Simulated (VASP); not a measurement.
# Pt3PbC (Pm-3m) in VASP: further runs

Pt3PbC is run at these levels: PBE; tasks: single point.

Program: VASP 6.6.1. These are calculated values, not measurements. Logs are shortened: lines on timing, memory, paths and dates and some standing lists are left out, and cuts for length are marked.

**1. The cell of the first run**

Symmetry: Pm-3m, No. 221, cubic system. The conventional cell has a = 4.309 Å, b = 4.309 Å, c = 4.309 Å, α = 90.00°, β = 90.00°, γ = 90.00°. Within 2.9 Å of Pt (site symmetry 4/mmm) lie 2 C at 2.15 Å. Within 4.0 Å of Pb (site symmetry m-3m) lie 12 Pt at 3.05 Å and 8 C at 3.73 Å. Within 2.9 Å of C (site symmetry m-3m) lie 6 Pt at 2.15 Å.

**2. Single point, PBE**

Contents of INCAR:

```
SYSTEM = Pt3PbC
ALGO     = Normal         ! electronic algorithm
EDIFF    = 1E-6           ! SCF threshold, eV
ENCUT    = 520            ! plane-wave cutoff, eV
GGA      = PE             ! functional
ISIF     = 2              ! what is computed and relaxed
ISMEAR   = -1             ! smearing method
LASPH    = .TRUE.         ! aspherical terms in the spheres
LCHARG   = .FALSE.        ! write CHGCAR
LREAL    = .FALSE.        ! projectors in reciprocal space
LWAVE    = .FALSE.        ! write WAVECAR
NBANDS   = 32             ! bands
NELM     = 100            ! most SCF steps
PREC     = Accurate       ! precision mode
SIGMA    = 0.1            ! smearing width, eV
```

Contents of KPOINTS:

```
k-points
0
G
  5 5 5
  0 0 0
```

Contents of POSCAR:

```
Pt3PbC
1.0
    4.3090023836      0.0000000000      0.0000000000
    0.0000000000      4.3090023836      0.0000000000
    0.0000000000      0.0000000000      4.3090023836
Pt Pb C
3 1 1
Direct
    0.0000000000      0.5000000000      0.5000000000
    0.5000000000      0.5000000000      0.0000000000
    0.5000000000      0.0000000000      0.5000000000
    0.0000000000      0.0000000000      0.0000000000
    0.5000000000      0.5000000000      0.5000000000
```

Potentials or basis: VASP PAW PBE potentials, release 64 (Pt, Pb_d, C).

Launch:

```
> cat potpaw_PBE.64/Pt/POTCAR potpaw_PBE.64/Pb_d/POTCAR potpaw_PBE.64/C/POTCAR > POTCAR
> mpirun -np 1 vasp_std > vasp.out
```

OUTCAR:

```text
SYSTEM = Pt3PbC
   EDIFF = 1E-6
   ENCUT = 520
   GGA = PE
   ISIF = 2
   ISMEAR = -1
   LASPH = .TRUE.
   LREAL = .FALSE.
   NELM = 100
   PREC = Accurate

 ion  position               nearest neighbor table
   1  0.000  0.500  0.500-   5 2.15   5 2.15   4 3.05   2 3.05   2 3.05   4 3.05   3 3.05   4 3.05
                             4 3.05   2 3.05   3 3.05   3 3.05   2 3.05   3 3.05
   2  0.500  0.500  0.000-   5 2.15   5 2.15   4 3.05   1 3.05   1 3.05   3 3.05   3 3.05   3 3.05
                             4 3.05   3 3.05   1 3.05   4 3.05   1 3.05   4 3.05
   3  0.500  0.000  0.500-   5 2.15   5 2.15   4 3.05   1 3.05   2 3.05   4 3.05   1 3.05   2 3.05
                             2 3.05   2 3.05   1 3.05   4 3.05   4 3.05   1 3.05
   4  0.000  0.000  0.000-   1 3.05   2 3.05   3 3.05   1 3.05   3 3.05   1 3.05   2 3.05   1 3.05
                             2 3.05   3 3.05   3 3.05   2 3.05
   5  0.500  0.500  0.500-   1 2.15   2 2.15   3 2.15   2 2.15   3 2.15   1 2.15

  LATTYP: Found a simple cubic cell.
 ALAT       =     4.3090023836

  Lattice vectors:

 A1 = (   4.3090023836,   0.0000000000,   0.0000000000)
 A2 = (   0.0000000000,   4.3090023836,   0.0000000000)
 A3 = (   0.0000000000,   0.0000000000,   4.3090023836)

Analysis of symmetry for initial positions (statically):
=====================================================================
 Subroutine PRICEL returns:
 Original cell was already a primitive cell.

 Routine SETGRP: Setting up the symmetry group for a
 simple cubic supercell.

 Subroutine GETGRP returns: Found 48 space group operations
 (whereof 48 operations were pure point group operations)
 out of a pool of 48 trial point group operations.

The static configuration has the point symmetry O_h .

Analysis of symmetry for dynamics (positions and initial velocities):
=====================================================================
 Subroutine PRICEL returns:
 Original cell was already a primitive cell.

 Routine SETGRP: Setting up the symmetry group for a
 simple cubic supercell.

 Subroutine GETGRP returns: Found 48 space group operations
 (whereof 48 operations were pure point group operations)
 out of a pool of 48 trial point group operations.

The dynamic configuration has the point symmetry O_h .

 Subroutine INISYM returns: Found 48 space group operations
 (whereof 48 operations are pure point group operations),
 and found     1 'primitive' translations

----------------------------------------------------------------------------------------

                                     Primitive cell

  volume of cell :      80.0074

  direct lattice vectors                    reciprocal lattice vectors
     4.309002384  0.000000000  0.000000000     0.232072278  0.000000000  0.000000000
     0.000000000  4.309002384  0.000000000     0.000000000  0.232072278  0.000000000
     0.000000000  0.000000000  4.309002384     0.000000000  0.000000000  0.232072278

  length of vectors
     4.309002384  4.309002384  4.309002384     0.232072278  0.232072278  0.232072278

  position of ions in fractional coordinates (direct lattice)
     0.000000000  0.500000000  0.500000000
     0.500000000  0.500000000  0.000000000
     0.500000000  0.000000000  0.500000000
     0.000000000  0.000000000  0.000000000
     0.500000000  0.500000000  0.500000000

  ion indices of the primitive-cell ions
   primitive index   ion index
                 1           1
                 2           2
                 3           3
                 4           4
                 5           5

----------------------------------------------------------------------------------------

 KPOINTS: k-points

Automatic generation of k-mesh.
 Grid dimensions read from file:
 generate k-points for:    5    5    5

 Generating k-lattice:

  Cartesian coordinates                     Fractional coordinates (reciprocal lattice)
     0.046414456  0.000000000  0.000000000     0.200000000  0.000000000  0.000000000
     0.000000000  0.046414456  0.000000000     0.000000000  0.200000000  0.000000000
     0.000000000  0.000000000  0.046414456     0.000000000  0.000000000  0.200000000

  Length of vectors
     0.046414456  0.046414456  0.046414456

  Shift w.r.t. Gamma in fractional coordinates (k-lattice)
     0.000000000  0.000000000  0.000000000

 Subroutine IBZKPT returns following result:
 ===========================================

 Found     10 irreducible k-points:

 Following reciprocal coordinates:
            Coordinates               Weight
  0.000000  0.000000  0.000000      1.000000
  0.200000  0.000000  0.000000      6.000000
  0.400000  0.000000  0.000000      6.000000
  0.200000  0.200000  0.000000     12.000000
  0.400000  0.200000  0.000000     24.000000
  0.400000  0.400000  0.000000     12.000000
  0.200000  0.200000  0.200000      8.000000
  0.400000  0.200000  0.200000     24.000000
  0.400000  0.400000  0.200000     24.000000
[... 75 lines left out ...]
      1      -6.8027      2.00000
      2      -6.8027      2.00000
      3      -6.7828      2.00000
      4      -6.7828      2.00000
      5      -6.7828      2.00000
      6      -4.3288      2.00000
[... 24 lines left out ...]
     31      14.8982      0.00000
     32      18.4243      0.00000

 k-point     2 :       0.2000    0.0000    0.0000
  band No.  band energies     occupation
      1      -6.7959      2.00000
      2      -6.7823      2.00000
      3      -6.7813      2.00000
      4      -6.7782      2.00000
      5      -6.7782      2.00000
      6      -4.0733      2.00000
[... 24 lines left out ...]
     31      15.8522      0.00000
     32      17.4908      0.00000

 k-point     3 :       0.4000    0.0000    0.0000
  band No.  band energies     occupation
      1      -6.7847      2.00000
      2      -6.7788      2.00000
      3      -6.7706      2.00000
      4      -6.7706      2.00000
      5      -6.7493      2.00000
      6      -3.5565      2.00000
[... 24 lines left out ...]
     31      16.8500      0.00000
     32      16.8500      0.00000

 k-point     4 :       0.2000    0.2000    0.0000
  band No.  band energies     occupation
      1      -6.7895      2.00000
      2      -6.7778      2.00000
      3      -6.7764      2.00000
      4      -6.7755      2.00000
      5      -6.7691      2.00000
      6      -3.8153      2.00000
[... 24 lines left out ...]
     31      15.9093      0.00000
     32      17.3292      0.00000

 k-point     5 :       0.4000    0.2000    0.0000
  band No.  band energies     occupation
      1      -6.7857      2.00000
      2      -6.7752      2.00000
      3      -6.7725      2.00000
      4      -6.7701      2.00000
      5      -6.7393      2.00000
      6      -3.2907      2.00000
[... 24 lines left out ...]
     31      16.8468      0.00000
     32      17.0521      0.00000

 k-point     6 :       0.4000    0.4000    0.0000
  band No.  band energies     occupation
      1      -6.8059      2.00000
      2      -6.7696      2.00000
      3      -6.7691      2.00000
      4      -6.7629      2.00000
      5      -6.7163      2.00000
      6      -2.7435      2.00000
[... 24 lines left out ...]
     31      17.2810      0.00000
     32      17.8363      0.00000

 k-point     7 :       0.2000    0.2000    0.2000
  band No.  band energies     occupation
      1      -6.7839      2.00000
      2      -6.7839      2.00000
      3      -6.7793      2.00000
      4      -6.7616      2.00000
      5      -6.7616      2.00000
      6      -3.5555      2.00000
[... 24 lines left out ...]
     31      16.7335      0.00000
     32      17.4065      0.00000

 k-point     8 :       0.4000    0.2000    0.2000
  band No.  band energies     occupation
      1      -6.7847      2.00000
      2      -6.7845      2.00000
      3      -6.7794      2.00000
      4      -6.7588      2.00000
      5      -6.7339      2.00000
      6      -3.0235      2.00000
[... 24 lines left out ...]
     31      16.4173      0.00000
     32      18.0514      0.00000

 k-point     9 :       0.4000    0.4000    0.2000
  band No.  band energies     occupation
      1      -6.8058      2.00000
      2      -6.7839      2.00000
      3      -6.7835      2.00000
      4      -6.7472      2.00000
      5      -6.7182      2.00000
      6      -2.4655      2.00000
[... 24 lines left out ...]
     31      17.1664      0.00000
     32      18.1446      0.00000

 k-point    10 :       0.4000    0.4000    0.4000
  band No.  band energies     occupation
      1      -6.8058      2.00000
      2      -6.8057      2.00000
      3      -6.8057      2.00000
      4      -6.7223      2.00000
      5      -6.7223      2.00000
      6      -1.8620      2.00000
[... 24 lines left out ...]
     31      17.3695      0.00000
     32      19.1536      0.00000

------------------------ aborting loop because EDIFF is reached ----------------------------------------

  FORCE on cell =-STRESS in cart. coord.  units (eV):
  Direction    XX          YY          ZZ          XY          YZ          ZX
  --------------------------------------------------------------------------------------
  -------------------------------------------------------------------------------------
  Total        1.9064314      1.9064314      1.9064314     -0.0000000     -0.0000000      0.0000000
  in kB       38.1769794     38.1769794     38.1769794     -0.0000000     -0.0000000      0.0000000
  external PRESSURE =      38.1769794 kB  Pullay stress =       0.0000000 kB

 VOLUME and BASIS-vectors are now :
 -----------------------------------------------------------------------------
  energy-cutoff  :      520.00
  volume of cell :       80.01
      direct lattice vectors                 reciprocal lattice vectors
     4.309002384  0.000000000  0.000000000     0.232072278  0.000000000  0.000000000
     0.000000000  4.309002384  0.000000000     0.000000000  0.232072278  0.000000000
     0.000000000  0.000000000  4.309002384     0.000000000  0.000000000  0.232072278

 POSITION                                       TOTAL-FORCE (eV/Angst)
 -----------------------------------------------------------------------------------
      0.00000      2.15450      2.15450         0.000000      0.000000      0.000000
      2.15450      2.15450      0.00000         0.000000      0.000000      0.000000
      2.15450      0.00000      2.15450         0.000000      0.000000      0.000000
      0.00000      0.00000      0.00000         0.000000      0.000000      0.000000
      2.15450      2.15450      2.15450         0.000000      0.000000      0.000000
 -----------------------------------------------------------------------------------
    total drift:                                0.000000     -0.000000     -0.000000

  FREE ENERGIE OF THE ION-ELECTRON SYSTEM (eV)
  ---------------------------------------------------
  free  energy   TOTEN  =       -29.1840222074 eV

  energy  without entropy=      -29.0615924157  energy(sigma->0) =      -29.12280731
```

Run time: 28 s. Hardware: 1 thread of Intel Xeon 6975P-C, shared host; peak memory 0.19 GiB.

What came out:

| Item | Value |
| --- | --- |
| Free energy | -29.1840 eV |
| Pressure | 3.8 GPa |
| Band gap on the k mesh | zero (band 24 reaches 9.70 eV, above the bottom of band 25 at 9.35 eV) |

Levels at points of the mesh, in eV from the Fermi level:
| k point | band 21 | band 22 | band 23 | band 24 | band 25 | band 26 | band 27 | band 28 |
| --- | --- | --- | --- | --- | --- | --- | --- | --- |
| (0.00, 0.00, 0.00) | -0.61 | -0.61 | -0.61 | -0.59 | 0.23 | 1.26 | 1.26 | 1.26 |

Caveat: spin-orbit coupling is left out, which moves the levels of the heavy elements.

**3. Single point, PBE**

This run uses another cell than the first one, of 16.44 Å³/atom, 1.027 times its volume.

Contents of INCAR:

```
PREC = Accurate
ENCUT = 520
EDIFF = 1E-6
ISMEAR = -1
SIGMA = 0.1
LREAL = F
LASPH = T
NELM = 100
ALGO = Normal
ISIF = 2
LWAVE = F
LCHARG = F
GGA = PE
NBANDS = 32
```

Contents of KPOINTS:

```
regular mesh
0
Gamma
  5 5 5
```

POSCAR, as its differences from that of step 2:

```diff
@@ -2,5 +2,5 @@
 1.0
-    4.3090023836      0.0000000000      0.0000000000
-    0.0000000000      4.3090023836      0.0000000000
-    0.0000000000      0.0000000000      4.3090023836
+    4.3480000000      0.0000000000      0.0000000000
+    0.0000000000      4.3480000000      0.0000000000
+    0.0000000000      0.0000000000      4.3480000000
 Pt Pb C
```

Potentials or basis: VASP PAW PBE potentials, release 64 (Pt, Pb_d, C).

Launch:

```
> cat potpaw_PBE.64/Pt/POTCAR potpaw_PBE.64/Pb_d/POTCAR potpaw_PBE.64/C/POTCAR > POTCAR
> mpirun -np 1 vasp_std > vasp.out
```

Wall time 21 s (1 thread of Intel Xeon 6975P-C, shared host); peak memory 0.19 GiB.

Results (log left out):

* Free energy: -29.2046 eV
* Pressure: -0.9 GPa
* Band gap on the k mesh: zero (band 24 reaches 9.26 eV, above the bottom of band 25 at 8.88 eV)

Levels at points of the mesh, in eV from the Fermi level:
```tsv
k point	band 22	band 23	band 24	band 25	band 26	band 27
(0.00, 0.00, 0.00)	-0.60	-0.60	-0.57	0.11	1.31	1.31
```

Caveat: spin-orbit coupling is left out, which moves the levels of the heavy elements.

**4. Single point, PBE**

This run uses another cell than the first one, of 16.88 Å³/atom, 1.055 times its volume.

Contents of INCAR:

```
ALGO = Normal
EDIFF = 1E-6
ENCUT = 520
GGA = PE
ISIF = 2
ISMEAR = -1
LASPH = T
LCHARG = T
LELF = T
LREAL = F
LVHAR = T
LWAVE = F
NBANDS = 32
NELM = 60
PREC = Accurate
SIGMA = 0.1
```

Contents of KPOINTS:

```
k-points
0
Gamma
  5 5 5
```

POSCAR, as its differences from that of step 3:

```diff
@@ -2,5 +2,5 @@
 1.0
-    4.3480000000      0.0000000000      0.0000000000
-    0.0000000000      4.3480000000      0.0000000000
-    0.0000000000      0.0000000000      4.3480000000
+    4.3863103440      0.0000000000      0.0000000000
+    0.0000000000      4.3863103440      0.0000000000
+    0.0000000000      0.0000000000      4.3863103440
 Pt Pb C
```

Launch:

```
> cat potpaw_PBE.64/Pt/POTCAR potpaw_PBE.64/Pb_d/POTCAR potpaw_PBE.64/C/POTCAR > POTCAR
> mpirun -np 1 vasp_std > vasp.out
```

Run time: 38 s. Hardware: 1 thread of Intel Xeon 6975P-C, shared host; peak memory 0.21 GiB.

It converged, with:

```yaml
Free_energy: -29.1661 eV
Pressure: -4.9 GPa
Band_gap_on_the_k_mesh: zero (band 24 reaches 8.85 eV, above the bottom of band 25 at 8.44 eV)
```

Levels at points of the mesh, in eV from the Fermi level:
```tsv
k point	band 22	band 23	band 24	band 25	band 26	band 27
(0.00, 0.00, 0.00)	-0.59	-0.59	-0.55	0.00	1.36	1.36
```

Caveat: spin-orbit coupling is left out, which moves the levels of the heavy elements.

**5. Single point, PBE**

This run uses another cell than the first one, of 17.32 Å³/atom, 1.082 times its volume.

Contents of INCAR:

```
PREC = Accurate
ENCUT = 520
EDIFF = 1E-7
ISMEAR = -1
SIGMA = 0.1
LREAL = F
LASPH = T
NELM = 80
ALGO = Normal
ISIF = 2
LWAVE = F
LCHARG = T
GGA = PE
LELF = T
LVHAR = T
NBANDS = 32
```

Contents of KPOINTS:

```
Automatic mesh
0
Gamma
  5 5 5
```

POSCAR, as its differences from that of step 4:

```diff
@@ -2,5 +2,5 @@
 1.0
-    4.3863103440      0.0000000000      0.0000000000
-    0.0000000000      4.3863103440      0.0000000000
-    0.0000000000      0.0000000000      4.3863103440
+    4.4239629183      0.0000000000      0.0000000000
+    0.0000000000      4.4239629183      0.0000000000
+    0.0000000000      0.0000000000      4.4239629183
 Pt Pb C
```

Launch:

```
> cat potpaw_PBE.64/Pt/POTCAR potpaw_PBE.64/Pb_d/POTCAR potpaw_PBE.64/C/POTCAR > POTCAR
> mpirun -np 1 vasp_std > vasp.out
```

Wall time 39 s (1 thread of Intel Xeon 6975P-C, shared host); peak memory 0.21 GiB.

Results (log left out):

```yaml
Free_energy: -29.0771 eV
Pressure: -8.3 GPa
Band_gap_on_the_k_mesh: zero (band 24 reaches 8.45 eV, above the bottom of band 25 at 8.04 eV)
```

Levels at points of the mesh, in eV from the Fermi level:
```
           k point  band 21  band 22  band 23  band 24  band 25  band 26  band 27  band 28
(0.00, 0.00, 0.00)    -0.58    -0.58    -0.58    -0.53    -0.10     1.39     1.39     1.39
```

Caveat: spin-orbit coupling is left out, which moves the levels of the heavy elements.

**6. Single point, PBE**

This run uses another cell than the first one, of 17.76 Å³/atom, 1.110 times its volume.

INCAR, as its differences from that of step 5:

```diff
@@ -2,3 +2,3 @@
 ENCUT = 520
-EDIFF = 1E-7
+EDIFF = 1E-6
 ISMEAR = -1
@@ -7,3 +7,3 @@
 LASPH = T
-NELM = 80
+NELM = 100
 ALGO = Normal
```

Contents of KPOINTS:

```
regular mesh
0
Gamma
  5 5 5
```

POSCAR, as its differences from that of step 5:

```diff
@@ -2,5 +2,5 @@
 1.0
-    4.4239629183      0.0000000000      0.0000000000
-    0.0000000000      4.4239629183      0.0000000000
-    0.0000000000      0.0000000000      4.4239629183
+    4.4609852497      0.0000000000      0.0000000000
+    0.0000000000      4.4609852497      0.0000000000
+    0.0000000000      0.0000000000      4.4609852497
 Pt Pb C
```

Potentials or basis: VASP PAW PBE potentials, release 64 (Pt, Pb_d, C).

Launch:

```
> cat potpaw_PBE.64/Pt/POTCAR potpaw_PBE.64/Pb_d/POTCAR potpaw_PBE.64/C/POTCAR > POTCAR
> mpirun -np 1 vasp_std > vasp.out
```

Wall time 37 s (1 thread of Intel Xeon 6975P-C, shared host); peak memory 0.22 GiB.

It converged, with:

```
Free energy            : -28.9452 eV
Pressure               : -11.1 GPa
Band gap on the k mesh : zero (band 24 reaches 8.08 eV, above the bottom of band 25 at 7.68 eV)
```

Levels at points of the mesh, in eV from the Fermi level:
```tsv
k point	band 22	band 23	band 24	band 25	band 26	band 27
(0.00, 0.00, 0.00)	-0.57	-0.57	-0.52	-0.20	1.43	1.43
```

Caveat: spin-orbit coupling is left out, which moves the levels of the heavy elements.

**7. Overview**

| cell | gap on the mesh (eV) | pressure (GPa) |
| --- | --- | --- |
| a = 4.309 Å, 5 atoms | none | 3.8 |
| a = 4.348 Å, 5 atoms | none | -0.9 |
| a = 4.386 Å, 5 atoms | none | -4.9 |
| a = 4.424 Å, 5 atoms | none | -8.3 |
| a = 4.461 Å, 5 atoms | none | -11.1 |

Alike in all rows: task single point; level PBE; potentials or basis VASP PAW PBE potentials, release 64 (Pt, Pb_d, C); no spin polarisation; k mesh 5 × 5 × 5; cutoff (eV) 520; smearing fermi-dirac 0.1 eV.

Caveats: spin-orbit coupling is left out, which moves the levels of the heavy elements.

Absolute energies hang on the potentials; compare differences alone.
